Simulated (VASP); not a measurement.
# W8C9 (a cell with a defect) in VASP: further runs

Runs on W8C9 (a cell with a defect). Level: PBEsol. Tasks: single point, relaxation of the atoms.

Everything below comes from runs of VASP 6.6.1. Logs are shortened: lines on timing, memory, paths and dates and some standing lists are left out, and cuts for length are marked.

**1. The cell of the first run**

The cell holds a defect, 17 atoms: a = 6.202 Å, b = 6.202 Å, c = 6.202 Å, α = 60.00°, β = 60.00°, γ = 60.00°.

**2. Single point, PBEsol**

File INCAR:

```
ALGO     = Normal         # electronic algorithm
EDIFF    = 1E-6           # SCF threshold, eV
ENCUT    = 520            # plane-wave cutoff, eV
GGA      = PS             # functional
GGA_COMPAT= F            
ISIF     = 2              # what is computed and relaxed
ISMEAR   = -1             # smearing method
LASPH    = T              # aspherical terms in the spheres
LCHARG   = F              # write CHGCAR
LREAL    = F              # projectors in reciprocal space
LWAVE    = F              # write WAVECAR
NBANDS   = 88             # bands
NELM     = 120            # most SCF steps
PREC     = Accurate       # precision mode
SIGMA    = 0.1            # smearing width, eV
```

File KPOINTS:

```
k-points
0
Gamma
  3 3 3
```

File POSCAR:

```
W8C9
1.0
    0.0000000000      4.3853600000      4.3853600000
    4.3853600000      0.0000000000      4.3853600000
    4.3853600000      4.3853600000      0.0000000000
W C
8 9
Direct
   -0.0196272963     -0.0196272963     -0.0196272963
   -0.0196272963     -0.0196272963      0.5588818890
   -0.0196272963      0.5588818890     -0.0196272963
    0.0359340865      0.4880219712      0.4880219712
    0.5588818890     -0.0196272963     -0.0196272963
    0.4880219712      0.0359340865      0.4880219712
    0.4880219712      0.4880219712      0.0359340865
    0.4880219712      0.4880219712      0.4880219712
    0.2343471916      0.2343471916      0.2343471916
    0.2343471916      0.2343471916      0.7969584252
    0.2343471916      0.7969584252      0.2343471916
    0.2842959486      0.7385680171      0.7385680171
    0.7969584252      0.2343471916      0.2343471916
    0.7385680171      0.2842959486      0.7385680171
    0.7385680171      0.7385680171      0.2842959486
    0.7385680171      0.7385680171      0.7385680171
    0.1250000000      0.1250000000      0.1250000000
```

Potentials or basis: VASP PAW PBE potentials, release 64 (W_sv, C).

Command:

```
cat potpaw_PBE.64/W_sv/POTCAR potpaw_PBE.64/C/POTCAR > POTCAR
mpirun -np 1 vasp_std > vasp.out
```

OUTCAR:

```text
EDIFF = 1E-6
   ENCUT = 520
   GGA = PS
   ISIF = 2
   ISMEAR = -1
   LASPH = T
   LREAL = F
   NELM = 120
   PREC = Accurate

 ion  position               nearest neighbor table
   1  0.980  0.980  0.980-  12 2.16  14 2.16  15 2.16  17 2.20  11 2.27  10 2.27  13 2.27   3 2.61
                             5 2.61   2 2.61   4 3.13   6 3.13   6 3.13   7 3.13   4 3.13   7 3.13
   2  0.980  0.980  0.559-  12 2.16  14 2.16  16 2.16  17 2.20   9 2.27  13 2.27  11 2.27   3 2.61
                             5 2.61   1 2.61   6 3.13   8 3.13   4 3.13   8 3.13   4 3.13   6 3.13
   3  0.980  0.559  0.980-  12 2.16  15 2.16  16 2.16  17 2.20   9 2.27  13 2.27  10 2.27   2 2.61
                             5 2.61   1 2.61   7 3.13   4 3.13   7 3.13   8 3.13   4 3.13   8 3.13
   4  0.036  0.488  0.488-  16 2.22  15 2.22  14 2.22  11 2.25  10 2.25   9 2.25   6 2.80   7 2.80
                             8 2.80   3 3.13   2 3.13   1 3.13   3 3.13   1 3.13   2 3.13   6 3.40
   5  0.559  0.980  0.980-  14 2.16  15 2.16  16 2.16  17 2.20   9 2.27  10 2.27  11 2.27   2 2.61
                             3 2.61   1 2.61   7 3.13   6 3.13   7 3.13   8 3.13   6 3.13   8 3.13
   6  0.488  0.036  0.488-  16 2.22  15 2.22  12 2.22  10 2.25  13 2.25   9 2.25   4 2.80   7 2.80
                             8 2.80   2 3.13   5 3.13   1 3.13   5 3.13   1 3.13   2 3.13   8 3.40
   7  0.488  0.488  0.036-  16 2.22  14 2.22  12 2.22  11 2.25  13 2.25   9 2.25   4 2.80   6 2.80
                             8 2.80   3 3.13   5 3.13   1 3.13   5 3.13   1 3.13   3 3.13   4 3.40
   8  0.488  0.488  0.488-  12 2.22  14 2.22  15 2.22  13 2.25  11 2.25  10 2.25   4 2.80   6 2.80
                             7 2.80   2 3.13   2 3.13   3 3.13   5 3.13   5 3.13   3 3.13   4 3.40
   9  0.234  0.234  0.234-  17 1.66   6 2.25   7 2.25   4 2.25   3 2.27   2 2.27   5 2.27
  10  0.234  0.234  0.797-  17 1.66   6 2.25   4 2.25   8 2.25   1 2.27   5 2.27   3 2.27
  11  0.234  0.797  0.234-  17 1.66   7 2.25   4 2.25   8 2.25   1 2.27   5 2.27   2 2.27
  12  0.284  0.739  0.739-   2 2.16   3 2.16   1 2.16   8 2.22   7 2.22   6 2.22
  13  0.797  0.234  0.234-  17 1.66   7 2.25   6 2.25   8 2.25   1 2.27   2 2.27   3 2.27
  14  0.739  0.284  0.739-   2 2.16   5 2.16   1 2.16   8 2.22   7 2.22   4 2.22
  15  0.739  0.739  0.284-   3 2.16   5 2.16   1 2.16   8 2.22   6 2.22   4 2.22
  16  0.739  0.739  0.739-   3 2.16   5 2.16   2 2.16   4 2.22   6 2.22   7 2.22
  17  0.125  0.125  0.125-  10 1.66  11 1.66  13 1.66   9 1.66   1 2.20   3 2.20   5 2.20   2 2.20

  LATTYP: Found a face centered cubic cell.
 ALAT       =     8.7707200000

  Lattice vectors:

 A1 = (   0.0000000000,   4.3853600000,   4.3853600000)
 A2 = (   4.3853600000,   0.0000000000,   4.3853600000)
 A3 = (   4.3853600000,   4.3853600000,   0.0000000000)

Analysis of symmetry for initial positions (statically):
=====================================================================
 Subroutine PRICEL returns:
 Original cell was already a primitive cell.

 Routine SETGRP: Setting up the symmetry group for a
 face centered cubic supercell.

 Subroutine GETGRP returns: Found 24 space group operations
 (whereof  6 operations were pure point group operations)
 out of a pool of 48 trial point group operations.

The static configuration has the point symmetry C_3v.
 The point group associated with its full space group is T_d .

Analysis of symmetry for dynamics (positions and initial velocities):
=====================================================================
 Subroutine PRICEL returns:
 Original cell was already a primitive cell.

 Routine SETGRP: Setting up the symmetry group for a
 face centered cubic supercell.

 Subroutine GETGRP returns: Found 24 space group operations
 (whereof  6 operations were pure point group operations)
 out of a pool of 48 trial point group operations.

The dynamic configuration has the point symmetry C_3v.
 The point group associated with its full space group is T_d .

 Subroutine INISYM returns: Found 24 space group operations
 (whereof  6 operations are pure point group operations),
 and found     1 'primitive' translations

----------------------------------------------------------------------------------------

                                     Primitive cell

  volume of cell :     168.6731

  direct lattice vectors                    reciprocal lattice vectors
     0.000000000  4.385360000  4.385360000    -0.114015725  0.114015725  0.114015725
     4.385360000  0.000000000  4.385360000     0.114015725 -0.114015725  0.114015725
     4.385360000  4.385360000  0.000000000     0.114015725  0.114015725 -0.114015725

  length of vectors
     6.201835588  6.201835588  6.201835588     0.197481029  0.197481029  0.197481029

[... 44 lines left out ...]
 Grid dimensions read from file:
 generate k-points for:    3    3    3

 Generating k-lattice:

  Cartesian coordinates                     Fractional coordinates (reciprocal lattice)
    -0.038005242  0.038005242  0.038005242     0.333333333  0.000000000  0.000000000
     0.038005242 -0.038005242  0.038005242     0.000000000  0.333333333  0.000000000
     0.038005242  0.038005242 -0.038005242     0.000000000  0.000000000  0.333333333

  Length of vectors
     0.065827010  0.065827010  0.065827010

  Shift w.r.t. Gamma in fractional coordinates (k-lattice)
     0.000000000  0.000000000  0.000000000

 Subroutine IBZKPT returns following result:
 ===========================================

 Found      4 irreducible k-points:

 Following reciprocal coordinates:
            Coordinates               Weight
  0.000000  0.000000  0.000000      1.000000
  0.333333  0.000000  0.000000      8.000000
  0.333333  0.333333  0.000000      6.000000
 -0.333333  0.333333  0.000000     12.000000
   k-points           NKPTS =      4   k-points in BZ     NKDIM =      4   number of bands    NBANDS=     88
   number of dos      NEDOS =    301   number of ions     NIONS =     17
   total plane-waves  NPLWV = 110592
   dimension x,y,z NGX =    48 NGY =   48 NGZ =   48
   dimension x,y,z NGXF=    96 NGYF=   96 NGZF=   96
   ions per type =               8   9
   NGX,Y,Z   is equivalent  to a cutoff of  12.87, 12.87, 12.87 a.u.
   NGXF,Y,Z  is equivalent  to a cutoff of  25.73, 25.73, 25.73 a.u.
 SYSTEM =  unknown system
   PREC   = accura    normal or accurate (medium, high low for compatibility)
   ISTART =      0    job   : 0-new  1-cont  2-samecut
   ICHARG =      2    charge: 1-file 2-atom 10-const
   ISPIN  =      1    spin polarized calculation?
   LNONCOLLINEAR =      F non collinear calculations
   LSORBIT =      F    spin-orbit coupling
   LASPH  =      T    aspherical Exc in radial PAW
   ENCUT  =  520.0 eV  38.22 Ry    6.18 a.u.  11.53 11.53 11.53*2*pi/ulx,y,z
   NELM   =    120;   NELMIN=  2; NELMDL= -5     # of ELM steps
   EDIFF  = 0.1E-05   stopping-criterion for ELM
   LREAL  =      F    real-space projection
   EDIFFG = 0.1E-04   stopping-criterion for IOM
   NSW    =      0    number of steps for IOM
   IBRION =     -1    ionic relax: 0-MD 1-quasi-New 2-CG
   NFREE  =      0    steps in history (QN), initial steepest desc. (CG)
   ISIF   =      2    stress and relaxation
   ISYM   =      2    0-nonsym 1-usesym 2-fastsym
   POTIM  = 0.5000    time-step for ionic-motion
   TEBEG  =    0.0;   TEEND  =   0.0 temperature during run
   PSTRESS=    0.0 pullay stress
   NELECT =     148.0000    total number of electrons
   NUPDOWN=      -1.0000    fix difference up-down
   EMIN   =  10.00;   EMAX   =-10.00  energy-range for DOS
   EFERMI =   0.00;   METHOD = LEGACY
   ISMEAR =    -1;   SIGMA  =   0.10  broadening in eV -4-tet -1-fermi 0-gaus
   EFERMI_NEDOS =   21; number of points for ismear=-14 and -15
   IALGO  =     38    algorithm
   IMIX   =      4    mixing-type and parameters
     AMIX     =   0.40;   BMIX     =  1.00
     AMIX_MAG =   1.60;   BMIX_MAG =  1.00
  volume/ion in A,a.u.               =       9.92        66.96
  Fermi-wavevector in a.u.,A,eV,Ry     =   1.567281  2.961731 33.420932  2.456369
  Thomas-Fermi vector in A             =   2.669484
   LORBIT       =      0    0 simple, 1 ext, 2 COOP (PROOUT), +10 PAW based schemes
   GGA     = PS    functional components
   LHFCALC =     F    Hartree Fock is set to
   AEXX    =    0.0000 exact exchange contribution
   IVDW    =     0    specifies the selected vdW correction
   LEPSILON=     F    determine dielectric tensor
   LRPA    =     F    only Hartree local field effects (RPA)
 non-spin polarized calculation
  energy-cutoff  :      520.00
  volume of cell :      168.67
 maximum number of plane-waves:      4573
 NGX is ok and might be reduce to    48
   NGX = 23   NGY = 23   NGZ = 23

 number of electron     148.0000007 magnetization

 Free energy of the ion-electron system (eV)
  ---------------------------------------------------
  ext. energy  EPLUGINS =         0.00000000
  ---------------------------------------------------
  free energy    TOTEN  =      -188.94994733 eV

  energy without entropy =     -188.68231273  energy(sigma->0) =     -188.81613003

 E-fermi :  12.3402     XC(G=0): -14.0040

 val. band max:       12.2911201340   @ k =  -0.3333   0.3333   0.0000
 cond. band min:      12.3643332256   @ k =   0.3333   0.0000   0.0000
 fundamental gap:      0.0732130916
 Fermi energy:        12.3402377221

 k-point     1 :       0.0000    0.0000    0.0000
  band No.  band energies     occupation
      1     -62.5935      2.00000
      2     -62.5259      2.00000
      3     -62.4852      2.00000
      4     -62.4852      2.00000
      5     -62.4852      2.00000
      6     -62.4733      2.00000
[... 345 lines left out ...]
     85      14.7286      0.00000
     86      14.9765      0.00000
 [bands above 86 left out]

------------------------ aborting loop because EDIFF is reached ----------------------------------------

  FORCE on cell =-STRESS in cart. coord.  units (eV):
  Direction    XX          YY          ZZ          XY          YZ          ZX
  --------------------------------------------------------------------------------------
  -------------------------------------------------------------------------------------
  Total        5.0936602      5.0936602      5.0936602      0.0000000     -0.0000000     -0.0000000
  in kB       48.3832242     48.3832242     48.3832242      0.0000000     -0.0000000     -0.0000000
  external PRESSURE =      48.3832242 kB  Pullay stress =       0.0000000 kB

 VOLUME and BASIS-vectors are now :
 -----------------------------------------------------------------------------
  energy-cutoff  :      520.00
  volume of cell :      168.67
      direct lattice vectors                 reciprocal lattice vectors
     0.000000000  4.385360000  4.385360000    -0.114015725  0.114015725  0.114015725
     4.385360000  0.000000000  4.385360000     0.114015725 -0.114015725  0.114015725
     4.385360000  4.385360000  0.000000000     0.114015725  0.114015725 -0.114015725

 POSITION                                       TOTAL-FORCE (eV/Angst)
 -----------------------------------------------------------------------------------
      8.59857      8.59857      8.59857         0.026773      0.026773      0.026773
      6.75019      6.75019      8.59857        -0.026773     -0.026773      0.026773
      6.75019      8.59857      6.75019        -0.026773      0.026773     -0.026773
      4.28030      2.29774      2.29774         0.005888     -0.005888     -0.005888
      8.59857      6.75019      6.75019         0.026773     -0.026773     -0.026773
      2.29774      4.28030      2.29774        -0.005888      0.005888     -0.005888
[... 9 lines left out ...]
      6.47777      6.47777      6.47777        -0.022202     -0.022202     -0.022202
      1.09634      1.09634      1.09634        -0.000000     -0.000000     -0.000000
 -----------------------------------------------------------------------------------
    total drift:                                0.000001      0.000001      0.000001

  FREE ENERGIE OF THE ION-ELECTRON SYSTEM (eV)
  ---------------------------------------------------
  free  energy   TOTEN  =      -188.9499473304 eV

  energy  without entropy=     -188.6823127328  energy(sigma->0) =     -188.81613003
```

Run time: 86 s. Hardware: 1 thread of AMD EPYC 7R43 (Zen 3), shared host; peak memory 0.29 GiB.

Results:

```yaml
Free_energy: -188.9499 eV
Pressure: 4.8 GPa
Largest_force: 0.046 eV/Å
Band_gap_on_the_k_mesh: zero (bands 74 and 75 overlap by 0.75 eV)
```

Forces on the atoms (eV/Å):
```
W    0.027  0.027  0.027
W   -0.027 -0.027  0.027
W   -0.027  0.027 -0.027
W    0.006 -0.006 -0.006
W    0.027 -0.027 -0.027
W   -0.006  0.006 -0.006
W   -0.006 -0.006  0.006
W    0.006  0.006  0.006
C    0.008  0.008  0.008
C   -0.008 -0.008  0.008
C   -0.008  0.008 -0.008
C   -0.022  0.022  0.022
C    0.008 -0.008 -0.008
C    0.022 -0.022  0.022
C    0.022  0.022 -0.022
C   -0.022 -0.022 -0.022
C    0.000  0.000  0.000
```

Caveat: the k points lie up to 0.41 Å⁻¹ apart, too coarse for converged energies and pressures of a metal; the PAW data sets were made with another functional, which shifts forces and pressure a little; spin-orbit coupling is left out, which moves the levels of the heavy elements.

**3. Relaxation of the atoms, PBEsol**

File INCAR:

```
PREC = Accurate
ENCUT = 520
EDIFF = 1E-7
ISMEAR = -1
SIGMA = 0.1
LREAL = False
LASPH = True
NELM = 120
ALGO = Normal
ISIF = 2
LWAVE = False
LCHARG = False
GGA = PS
IBRION = 2
NSW = 45
EDIFFG = -0.02
GGA_COMPAT = False
NELMIN = 4
```

File KPOINTS:

```
regular mesh
0
Gamma
  3 3 3
```

File POSCAR:

```
W8C9
1.0
    0.0000000000      4.3853600000      4.3853600000
    4.3853600000      0.0000000000      4.3853600000
    4.3853600000      4.3853600000      0.0000000000
W C
8 9
Direct
    0.0000000000      0.0000000000      0.0000000000
    0.0000000000      0.0000000000      0.5000000000
    0.0000000000      0.5000000000      0.0000000000
    0.0000000000      0.5000000000      0.5000000000
    0.5000000000      0.0000000000      0.0000000000
    0.5000000000      0.0000000000      0.5000000000
    0.5000000000      0.5000000000      0.0000000000
    0.5000000000      0.5000000000      0.5000000000
    0.2500000000      0.2500000000      0.2500000000
    0.2500000000      0.2500000000      0.7500000000
    0.2500000000      0.7500000000      0.2500000000
    0.2500000000      0.7500000000      0.7500000000
    0.7500000000      0.2500000000      0.2500000000
    0.7500000000      0.2500000000      0.7500000000
    0.7500000000      0.7500000000      0.2500000000
    0.7500000000      0.7500000000      0.7500000000
    0.1250000000      0.1250000000      0.1250000000
```

Potentials or basis: VASP PAW PBE potentials, release 64 (W_sv, C).

Command:

```
cat potpaw_PBE.64/W_sv/POTCAR potpaw_PBE.64/C/POTCAR > POTCAR
mpirun -np 1 vasp_std > vasp.out
```

It took 39 min on 1 thread of AMD EPYC 7R43 (Zen 3), shared host; peak memory 0.3 GiB.

It converged, with:

```yaml
Free_energy: -188.9502 eV
Energy_gained_by_relaxing: 196.5 meV/atom
Ionic_steps: 27
Pressure_after_relaxing: 4.8 GPa
Largest_force_after_relaxing: 0.007 eV/Å
Band_gap_on_the_k_mesh: zero (bands 74 and 75 overlap by 0.74 eV)
```

Forces in eV/Å, atoms in the order of the input:
```
W   -0.004 -0.004 -0.004
W    0.004  0.004 -0.004
W    0.004 -0.004  0.004
W    0.004 -0.004 -0.004
W   -0.004  0.004  0.004
W   -0.004  0.004 -0.004
W   -0.004 -0.004  0.004
W    0.004  0.004  0.004
C    0.001  0.001  0.001
C   -0.001 -0.001  0.001
C   -0.001  0.001 -0.001
C   -0.001  0.001  0.001
C    0.001 -0.001 -0.001
C    0.001 -0.001  0.001
C    0.001  0.001 -0.001
C   -0.001 -0.001 -0.001
C    0.000  0.000  0.000
```

The path:
| step | energy change (eV) | largest force (eV/Å) | pressure (GPa) |
| --- | --- | --- | --- |
| 1 | 0.0000 | 3.7081 | 13.00 |
| 2 | -1.3968 | 0.7997 | 12.32 |
| 3 | -1.4841 | 0.6204 | 10.71 |
| 4 | -1.4847 | 0.6289 | 10.80 |
| 5 | -1.5607 | 0.4554 | 10.56 |
| 6 | -1.5968 | 0.8414 | 10.40 |
| 7 | -1.6313 | 0.9264 | 10.29 |
| 8 | -1.7335 | 1.1721 | 10.00 |
| 9 | -1.8330 | 1.6736 | 9.63 |
| 10 | -1.8796 | 1.7185 | 9.44 |
| 11 | -2.0121 | 1.8863 | 8.89 |
| 12 | -2.2071 | 2.1622 | 8.20 |
| 13 | -1.5704 | 5.1023 | 10.60 |
| 14 | -2.2240 | 2.1821 | 8.17 |
| 15 | -2.5058 | 1.9404 | 7.26 |
| 16 | -2.9173 | 1.7720 | 6.87 |
| 17 | -3.1769 | 1.0533 | 5.49 |
| 18 | -3.3122 | 0.5091 | 4.38 |
| 19 | -3.3125 | 0.4998 | 4.34 |
| 20 | -3.3286 | 0.3291 | 4.55 |
| 21 | -3.3354 | 0.2080 | 4.84 |
| 22 | -3.3391 | 0.0927 | 4.81 |
| 23 | -3.3403 | 0.0876 | 4.79 |
| 24 | -3.3409 | 0.0512 | 4.80 |
| 25 | -3.3412 | 0.0274 | 4.82 |
| 26 | -3.3412 | 0.0294 | 4.82 |
| 27 | -3.3413 | 0.0070 | 4.78 |

Final structure:
```xyz
17
Lattice="0.0000 4.3854 4.3854 4.3854 0.0000 4.3854 4.3854 4.3854 0.0000" Properties=species:S:1:pos:R:3 pbc="T T T"
W     8.5991    8.5991    8.5991
W     6.7496    6.7496    8.5991
W     6.7496    8.5991    6.7496
W     4.2804    2.2977    2.2977
W     8.5991    6.7496    6.7496
W     2.2977    4.2804    2.2977
W     2.2977    2.2977    4.2804
W     4.2804    4.2804    4.2804
C     2.0559    2.0559    2.0559
C     4.5221    4.5221    2.0559
C     4.5221    2.0559    4.5221
C     6.4771    4.4863    4.4863
C     2.0559    4.5221    4.5221
C     4.4863    6.4771    4.4863
C     4.4863    4.4863    6.4771
C     6.4771    6.4771    6.4771
C     1.0963    1.0963    1.0963
```

Levels at points of the mesh, in eV from the Fermi level:
```tsv
k point	band 70	band 71	band 72	band 73	band 74	band 75	band 76	band 77	band 78	band 79
(0.00, 0.00, 0.00)	-1.67	-1.28	0.11	0.11	0.62	0.62	0.62	0.90	0.90	1.52
```

Caveat: the k points lie up to 0.41 Å⁻¹ apart, too coarse for converged energies and pressures of a metal; the PAW data sets were made with another functional, which shifts forces and pressure a little; spin-orbit coupling is left out, which moves the levels of the heavy elements.

The gap in the log of VASP goes by the Fermi energy; the results here count the filled bands.